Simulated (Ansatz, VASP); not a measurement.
## CoO: VASP beside Ansatz

```
Co O
1.0
    -1.49885    1.49885    2.26537
     1.49885   -1.49885    2.26537
     1.49885    1.49885   -2.26537
Co O
1 1
Direct
  0.00000 0.00000 0.00000
  0.50000 0.50000 0.00000
```

Alike in both runs: task single point; functional PBE; k mesh 16 × 16 × 16; occupations gaussian, width 0.01 eV; collinear spin; Hubbard terms Co d U = 3.32 eV.

|  | VASP | Ansatz |
| --- | --- | --- |
| version | VASP 6.6.1 | Ansatz 0.2.0 |
| potentials or method | VASP PAW PBE potentials, release 64 (Co, O), cutoff 520 eV | scalar-relativistic, plane waves, PAW |
| valence electrons in the cell | 15 | 23 |

```tsv
	VASP	Ansatz	Ansatz less VASP
gap on the k mesh at the Fermi level (eV)	0.12	0.14	+0.016
least direct gap on the mesh (eV)	1.04	1.39	+0.343
net moment per atom (μB)	1.50	1.50	0.000
size of the moment on the site where the two differ most (μB)	2.74	2.58	-0.153
```

Site moments also hang on the region over which each program counts them. The programs project onto different local orbitals, so the same U acts differently, and such runs can settle in different states. VASP's potentials hold 15 valence electrons a cell and Ansatz's 23, so a difference there can come from the potentials and not from the codes. Ansatz's warnings: look outside group, minimisation memory short, optics gap not shown off mesh, stability check not made.
